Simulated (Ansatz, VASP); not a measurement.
**Na in VASP and in Ansatz**

The input INCAR:

```
ALGO = Normal
EDIFF = 1E-6
ENCUT = 520
GGA = PS
ISIF = 2
ISMEAR = -1
LASPH = True
LCHARG = False
LREAL = False
LWAVE = False
NBANDS = 10
NELM = 80
PREC = Accurate
SIGMA = 0.1
```

Contents of KPOINTS:

```
k-points
0
Gamma
  17 17 17
```

POSCAR

```
Na
1.0
   -2.1389658285      2.1389658285      2.1389658285
    2.1389658285     -2.1389658285      2.1389658285
    2.1389658285      2.1389658285     -2.1389658285
Na
1
Direct
    0.0000000000      0.0000000000      0.0000000000
```

Input for Ansatz:

```yaml
crystal:
  lattice:
    - [-2.1389658285, 2.1389658285, 2.1389658285]
    - [2.1389658285, -2.1389658285, 2.1389658285]
    - [2.1389658285, 2.1389658285, -2.1389658285]
  atoms:
    - { symbol: Na, position: [0.0, 0.0, 0.0] }
hamiltonian:
  xc: pbesol
  pseudopotentials:
    kind: paw
    azcp:
      Na: "pseudopotentials/Na.paw.azcp"
basis:
  ecutwfc: 420
  fft_grid_basis: typed
kpoints:
  mp_grid: { grid: [17, 17, 17], shift: [0, 0, 0] }
magnetization:
  spin_polarized: false
scf:
  occupations: { method: fermi_dirac, width: 0.1 }
output:
  stress: true
```

Alike in both runs: task single point; functional PBEsol; k mesh 17 × 17 × 17; occupations fermi-dirac, width 0.1 eV; no spin polarisation.

|  | VASP | Ansatz |
| --- | --- | --- |
| version | VASP 6.6.1 | Ansatz 0.2.0 |
| potentials or method | VASP PAW PBE potentials, release 64 (Na_pv), cutoff 520 eV | plane waves (420 eV) with PAW, scalar-relativistic |
| valence electrons in the cell | 7 | 9 |

|  | VASP | Ansatz | Ansatz less VASP |
| --- | --- | --- | --- |
| pressure (GPa) | -0.5 | -0.5 | +0.02 |

VASP's potentials were made for PBE, not for PBEsol, and Ansatz warns of the same on its side. VASP's potentials hold 7 valence electrons a cell and Ansatz's 9, so a difference there can come from the potentials and not from the codes.
